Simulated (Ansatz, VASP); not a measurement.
## Al4Co: VASP beside Ansatz

```
Al Co
1.0
     5.57767    0.00000    0.00000
     0.00000    5.57767    0.00000
     0.00000    0.00000    5.17130
Al Co
8 2
Direct
  0.31041 0.81041 0.74593
  0.68959 0.18959 0.74593
  0.31041 0.18959 0.25407
  0.81041 0.31041 0.25407
  0.68959 0.81041 0.25407
  0.18959 0.68959 0.25407
  0.18959 0.31041 0.74593
  0.81041 0.68959 0.74593
  0.00000 0.00000 0.00000
  0.50000 0.50000 0.00000
```

Alike in both runs: functional PBE; k mesh 6 × 6 × 6; occupations gaussian, width 0.1 eV; no spin polarisation.

Ansatz relaxed the structure, and its values are those at the end. VASP's run is a single point on that final structure, the one shown.

|  | VASP | Ansatz |
| --- | --- | --- |
| version | VASP 6.6.1 | Ansatz 0.2.0 |
| potentials or method | VASP PAW PBE potentials, release 64 (Al, Co), cutoff 520 eV | scalar-relativistic, plane waves, PAW |
| valence electrons in the cell | 42 | 58 |

```tsv
	VASP	Ansatz	Ansatz less VASP
gap on the k mesh at the Fermi level (eV)	none	none	-
pressure (GPa)	-0.1	0.0	+0.05
```

A gap of «none» marks a metal or a gap that the smearing closes. VASP's potentials hold 42 valence electrons a cell and Ansatz's 58, so a difference there can come from the potentials and not from the codes.
